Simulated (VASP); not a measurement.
Sc3C:

```
CELL_PARAMETERS angstrom
3.19539 0.00000 0.00000
-1.59769 2.76729 0.00000
0.00000 0.00000 10.27993
ATOMIC_POSITIONS crystal
Sc 0.66667 0.33333 0.00000
Sc 0.00000 0.00000 0.74257
Sc 0.00000 0.00000 0.25743
C 0.66667 0.33333 0.50000
```

* Program: VASP 6.6.1
* Task: relaxation of cell and atoms
* Functional: PBE
* Potentials or basis: VASP PAW PBE potentials, release 64 (Sc_sv, C)
* Cutoff: 600 eV
* k mesh: 6 × 6 × 2
* Occupations: gaussian, width 0.1 eV
* Spin: no spin polarisation

At the start: pressure -7.1 GPa; volume 22.73 Å³/atom.

Question: How do energy, volume and symmetry change on relaxing?

Answer: Over 21 steps the energy falls by 1237.8 meV/atom and the volume is 19.46 Å³/atom (-14.4 %); space group P-6m2 (No. 187, to 0.05 Å).

The path:
```tsv
step	energy change (eV)	largest force (eV/Å)	pressure (GPa)	volume (Å³)
1	0.0000	1.7415	-7.05	90.90
2	-1.3664	2.8322	-2.03	77.99
3	-1.8943	3.7330	5.72	69.18
4	-1.0548	4.3231	43.57	52.28
5	-1.7984	4.3287	12.33	64.32
6	-2.5977	4.2534	13.86	63.33
7	-3.4905	0.3117	22.17	60.49
8	-3.5493	2.0868	18.81	61.27
9	-3.5601	1.3706	20.15	60.94
10	-4.2158	0.6685	9.00	67.12
11	-4.4400	0.1885	-1.22	75.92
12	-4.4466	0.0851	-0.11	74.69
13	-4.6212	0.2613	-0.64	75.51
14	-4.8256	1.2855	-2.15	77.53
15	-4.9176	0.6792	0.53	76.18
16	-4.9256	0.4553	1.53	75.72
17	-4.9488	0.0756	0.46	77.13
18	-4.9494	0.0034	0.26	77.40
19	-4.9505	0.0467	-0.08	77.77
20	-4.9506	0.0625	-0.21	77.91
21	-4.9511	0.0277	-0.03	77.83
```

Final structure:
```
Sc C
1.0
     3.30536    0.00000    0.00000
    -1.65268    2.86252    0.00000
     0.00000    0.00000    8.22567
Sc C
3 1
Direct
  0.66667 0.33333 0.00000
  0.00000 0.00000 0.66064
  0.00000 0.00000 0.33936
  0.66667 0.33333 0.50000
```

Caveat: the k points lie up to 0.38 Å⁻¹ apart in the final cell.
